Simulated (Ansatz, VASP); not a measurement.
## HfN in VASP and in Ansatz

Contents of POSCAR:

```
HfN
1.0
    0.0000000000      2.4548220000      2.4548220000
    2.4548220000      0.0000000000      2.4548220000
    2.4548220000      2.4548220000      0.0000000000
Hf N
1 1
Direct
   -0.0101840378     -0.0101840378      0.0101840378
    0.7500000000      0.7500000000      0.7500000000
```

INCAR.step1

```
PREC     = Accurate       # precision mode
ENCUT    = 520            # plane-wave cutoff, eV
ISMEAR   = 0              # smearing method
SIGMA    = 0.15           # smearing width, eV
LREAL    = False          # projectors in reciprocal space
LASPH    = True           # aspherical terms in the spheres
NELM     = 100            # most SCF steps
NBANDS   = 14             # bands
GGA      = PE             # functional
ALGO     = Normal         # electronic algorithm
EDIFF    = 1E-4           # SCF threshold, eV
LWAVE    = True           # write WAVECAR
LCHARG   = False          # write CHGCAR
```

File INCAR.step2:

```
PREC     = Accurate       # precision mode
ENCUT    = 520            # plane-wave cutoff, eV
EDIFF    = 1E-7           # SCF threshold, eV
ISMEAR   = 0              # smearing method
SIGMA    = 0.15           # smearing width, eV
LREAL    = False          # projectors in reciprocal space
LASPH    = True           # aspherical terms in the spheres
NELM     = 100            # most SCF steps
ALGO     = Normal         # electronic algorithm
ISIF     = 2              # what is computed and relaxed
LWAVE    = False          # write WAVECAR
LCHARG   = False          # write CHGCAR
METAGGA  = R2SCAN         # meta-GGA
LMIXTAU  = True         
NBANDS   = 14             # bands
ISTART   = 1
```

The input KPOINTS:

```
Automatic mesh
0
Gamma
  16 16 16
```

Input for Ansatz:

```yaml
crystal:
  lattice:
    - [0.0, 2.454822, 2.454822]
    - [2.454822, 0.0, 2.454822]
    - [2.454822, 2.454822, 0.0]
  atoms:
    - { symbol: Hf, position: [-0.0101840378, -0.0101840378, 0.0101840378] }
    - { symbol: "N", position: [0.75, 0.75, 0.75] }
basis:
  ecutwfc: 500
kpoints:
  mp_grid: { grid: [16, 16, 16] }
hamiltonian:
  xc: r2scan
scf:
  occupations: { method: gaussian, width: 0.15 }
output:
  forces: true
  stress: true
  eigenvalues: true
```

Change from the starting cell: all Hf atoms moved -0.050 Å, as atom 1 along Cartesian [0 0 1].

Alike in both runs: task single point; functional r2SCAN; k mesh 16 × 16 × 16; occupations gaussian, width 0.15 eV; no spin polarisation.

```csv
,VASP,Ansatz
version,VASP 6.6.1,Ansatz 0.2.0
potentials or method,"VASP PAW PBE potentials, release 64 (Hf_pv, N), cutoff 520 eV","scalar-relativistic, plane waves, PAW"
valence electrons in the cell,15,31
```

VASP gave:

| Item | Value |
| --- | --- |
| gap on the k mesh at the Fermi level (eV) | none |
| pressure (GPa) | -3.2 |
| traceless stress, the component that is largest in VASP (GPa) | 2.64 |
| rms of the force components (eV/Å) | 0.338 |

Task: Estimate Ansatz's values.

Result: gap on the k mesh at the Fermi level (eV): none; pressure (GPa): -1.9; traceless stress, the component that is largest in VASP (GPa): 2.67; rms of the force components (eV/Å): 0.339.

VASP's potentials were made for PBE, not for r2SCAN. Atom by atom the forces differ by 0.001 eV/Å (rms over components). A gap of «none» marks a metal or a gap that the smearing closes. With one functional, cell and mesh, what is left measures potentials, basis and numerics. VASP's potentials hold 15 valence electrons a cell and Ansatz's 31, so a difference there can come from the potentials and not from the codes.

Spin-orbit coupling is off throughout.
